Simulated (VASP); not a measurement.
A run of VASP 6.6.1:

The input INCAR:

```
ALGO = Normal
EDIFF = 1E-7
EDIFFG = -0.01
ENCUT = 600
GGA = PE
IBRION = 2
ISIF = 4
ISMEAR = 0
IVDW = 12
LASPH = T
LCHARG = F
LREAL = F
LWAVE = F
NELM = 60
NSW = 50
PREC = Accurate
SIGMA = 0.02
```

File KPOINTS:

```
k-points
0
Gamma
  12 12 12
```

File POSCAR:

```
PbS
1.0
    2.1183352689      1.2230214377      3.4619282818
   -2.1183352689      1.2230214377      3.4619282818
    0.0000000000     -2.4460428755      3.4619282818
Pb S
1 1
Direct
    0.9779892341      0.9779892341      0.9779892341
    0.4776120959      0.4776120959      0.4776120959
```

Potentials or basis: VASP PAW PBE potentials, release 64 (Pb_d, S).

Command:

```sh
$ cat potpaw_PBE.64/Pb_d/POTCAR potpaw_PBE.64/S/POTCAR > POTCAR
$ mpirun -np 1 vasp_std > vasp.out
```

Hardware: 1 thread of Intel(R) Xeon(R) Platinum 8375C CPU @ 2.90GHz (Ice Lake), on a shared host.

How long does it take, and how much memory?

It took 2.1 min on 1 thread of Intel(R) Xeon(R) Platinum 8375C CPU @ 2.90GHz (Ice Lake), with other jobs on the host, peak memory 0.35 GiB. Counts: scf iterations 13, k points 189, ion steps 1.
